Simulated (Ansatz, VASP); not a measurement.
This is a calculation of InPd for Ansatz 0.2.0.

The input input.yaml:

```yaml
crystal:
  lattice:
    - [3.2935535226, 0.0, 0.0]
    - [0.0, 3.2935535226, 0.0]
    - [0.0, 0.0, 3.2935535226]
  atoms:
    - { symbol: In, position: [0.0, 0.0, 0.0] }
    - { symbol: Pd, position: [0.5, 0.5, 0.5] }
hamiltonian:
  xc: r2scan
  pseudopotentials: { kind: paw }
kpoints:
  mp_grid: { grid: [8, 8, 8] }
scf:
  occupations: { method: fermi_dirac, width: 0.05 }
output:
  forces: true
  stress: true
  eigenvalues: true
```

Potentials or basis: Ansatz PAW.

Run with:

```bash
$ ansatz run input.yaml --threads 2 --pin off --max-ram 5632MiB --backend cpu --events-out ev --progress --plain --runs-dir out
```

Problem. Translate it to VASP 6.6.1. Potentials there: VASP PAW PBE potentials, release 64 (In_d, Pd_sv_GW).

Solution. As run (the cutoff follows the program's own potentials):

POSCAR

```
InPd
1.0
    3.2935535226      0.0000000000      0.0000000000
    0.0000000000      3.2935535226      0.0000000000
    0.0000000000      0.0000000000      3.2935535226
In Pd
1 1
Direct
    0.0000000000      0.0000000000      0.0000000000
    0.5000000000      0.5000000000      0.5000000000
```

Contents of INCAR.step1:

```
ALGO = Normal ; EDIFF = 1E-5
ENCUT = 590 ; GGA = PE
GGA_COMPAT = False ; ISMEAR = -1
LASPH = True ; LCHARG = False
LREAL = False ; LWAVE = True
NBANDS = 22 ; NELM = 120
PREC = Accurate ; SIGMA = 0.05
```

Contents of INCAR.step2:

```
ALGO = Normal ; EDIFF = 1E-6
ENCUT = 590 ; GGA_COMPAT = False
ISIF = 2 ; ISMEAR = -1
ISTART = 1 ; LASPH = True
LCHARG = True ; LELF = True
LMIXTAU = True ; LREAL = False
LVHAR = True ; LWAVE = False
METAGGA = R2SCAN ; NBANDS = 22
NELM = 120 ; PREC = Accurate
SIGMA = 0.05
```

KPOINTS

```
k-points
0
Gamma
  8 8 8
```

Potentials or basis: VASP PAW PBE potentials, release 64 (In_d, Pd_sv_GW).

The run is started by

```console
$ cat potpaw_PBE.64/In_d/POTCAR potpaw_PBE.64/Pd_sv_GW/POTCAR > POTCAR
$ cp INCAR.step1 INCAR
$ mpirun -np 1 vasp_std > vasp.out
$ cp INCAR.step2 INCAR
$ mpirun -np 1 vasp_std > vasp.out
```

Both were run:

|  | VASP | Ansatz | Ansatz less VASP |
| --- | --- | --- | --- |
| gap on the k mesh at the Fermi level (eV) | none | none | - |
| pressure (GPa) | -3.2 | -3.0 | +0.20 |

VASP's potentials were made for PBE, not for r2SCAN. A gap of «none» marks a metal or a gap that the smearing closes.
